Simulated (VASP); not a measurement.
W2Cl: relaxation of cell and atoms with PBE

W2Cl:

```
W Cl
1.0
     3.87862    0.00000    0.00000
    -1.93931    3.35898    0.00000
     0.00000    0.00000    4.51519
W Cl
2 1
Direct
  0.33333 0.66667 0.50000
  0.66667 0.33333 0.50000
  0.00000 0.00000 0.00000
```

The cell was generated, and may not be a known phase.

| Quantity | Value |
| --- | --- |
| Program | VASP 6.6.1 |
| Task | relaxation of cell and atoms |
| Functional | PBE |
| Potentials or basis | VASP PAW PBE potentials, release 64 (W_sv, Cl) |
| Cutoff | 600 eV |
| k mesh | 6 × 6 × 4 |
| Occupations | gaussian, width 0.1 eV |
| Spin | no spin polarisation |
| Dipole correction | no |
| Further INCAR settings | ALGO = Normal; EDIFF = 1e-07; IBRION = 2; EDIFFG = -0.04; NSW = 90; ISIF = 3 |

| Property | Result |
| --- | --- |
| Relaxed volume | 17.61 Å³/atom |
| Relaxed cell | a = 4.618 Å, b = 4.618 Å, c = 2.860 Å, α = 90.00°, β = 90.00°, γ = 120.00° |
| Space group after relaxing (to 0.1 Å) | P6/mmm (No. 191) |
| Pressure after relaxing | 0.2 GPa |
| Band gap on the k mesh | zero (an odd number of electrons rules out a gap without spin polarisation) |

Stress tensor (GPa, compression positive):
```
0.30 0.00 0.00
0.00 0.30 0.00
0.00 0.00 0.05
```

Final structure:
```xyz
3
Lattice="4.6181 0.0000 0.0000 -2.3090 3.9994 0.0000 0.0000 0.0000 2.8599" Properties=species:S:1:pos:R:3 pbc="T T T"
W     0.0000    2.6662    1.4299
W     2.3090    1.3331    1.4299
Cl    0.0000    0.0000    0.0000
```

Levels at points of the mesh, in eV from the Fermi level:
```tsv
k point	band 13	band 14	band 15	band 16	band 17	band 18	band 19	band 20	band 21
(0.00, 0.00, 0.00)	-2.88	-2.32	-2.07	-1.02	-1.02	1.07	1.07	2.13	2.13
(0.50, 0.00, 0.00)	-2.77	-2.36	-2.34	-1.89	-0.27	0.69	1.31	1.74	1.99
(0.00, 0.00, 0.50)	-3.30	-3.30	-0.93	-0.77	-0.77	0.08	0.08	1.11	2.05
(0.50, 0.00, 0.50)	-2.59	-2.44	-1.94	-1.62	-0.69	0.38	0.83	2.94	4.31
```

Run time: 20 min on 1 thread of Intel Xeon 8259CL (shared host), peak memory 0.23 GiB.

Caveat: a cell axis changed by over 15 % at a fixed basis, so the end point is rough; spin-orbit coupling is left out, which moves the levels of the heavy elements; an odd number of electrons without spin polarisation forces a metal; a magnetic or distorted state may lie lower.
